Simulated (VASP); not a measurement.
Write the native input for VASP 6.6.1 that does the following.

```yaml
Task: relaxation of cell and atoms
Functional: PBE
Potentials_or_basis: VASP PAW PBE potentials, release 64 (Mo_sv, Si)
Cutoff: 600 eV
k_mesh: 15 × 15 × 15
Occupations: fermi-dirac, width 0.05 eV
Spin: no spin polarisation
Target_pressure: 28 GPa
Dipole_correction: no
Further_INCAR_settings: ALGO = Normal; EDIFF = 1e-06; IBRION = 2; EDIFFG = -0.005; NSW = 32; ISIF = 3
```

The structure of Si2Mo (MoSi2 type) lies in POSCAR:

```
Si2Mo
1.0
   -1.5473822577      1.5473822577      3.8173581290
    1.5473822577     -1.5473822577      3.8173581290
    1.5473822577      1.5473822577     -3.8173581290
Mo Si
1 2
Direct
    0.0000000000      0.0000000000      0.0000000000
    0.3336126051      0.3336126051      0.0000000000
   -0.3336126051     -0.3336126051      0.0000000000
```

These files were run (other wordings do the same):

INCAR

```
SYSTEM = Si2Mo
  PREC = Accurate
  ENCUT = 600
  EDIFF = 1E-6
  ISMEAR = -1
  SIGMA = 0.05
  LREAL = .FALSE.
  LASPH = .TRUE.
  NELM = 100
  ALGO = Normal
  ISIF = 3
  LWAVE = .FALSE.
  LCHARG = .FALSE.
  GGA = PE
  IBRION = 2
  NSW = 32
  EDIFFG = -0.005
  PSTRESS = 280.0
```

KPOINTS

```
regular mesh
0
G
  15 15 15
  0 0 0
```

Potentials or basis: VASP PAW PBE potentials, release 64 (Mo_sv, Si).

The run is started by

```console
$ cat potpaw_PBE.64/Mo_sv/POTCAR potpaw_PBE.64/Si/POTCAR > POTCAR
$ mpirun -np 1 vasp_std > vasp.out
```

It gave:

```
Relaxed volume                                             : 12.19 Å³/atom
Relaxed cell                                               : a = 4.401 Å, b = 4.401 Å, c = 4.401 Å, α = 138.82°, β = 138.82°, γ = 59.65°
Space group after relaxing (to 0.1 Å)                      : I4/mmm (No. 139)
Energy change on relaxing (the run minimises the enthalpy) : -1.4 meV/atom
Ionic steps                                                : 3
Pressure after relaxing                                    : 28.0 GPa
Largest force after relaxing                               : 0.003 eV/Å
Band gap on the k mesh                                     : zero (bands 11 and 12 overlap by 1.03 eV)
```

Caveat: the cell is relaxed towards a set pressure, so the run minimises the enthalpy, not the energy.

It took 15 min on 1 thread of AMD EPYC 9755 128-Core Processor, with other jobs on the host, peak memory 0.31 GiB.
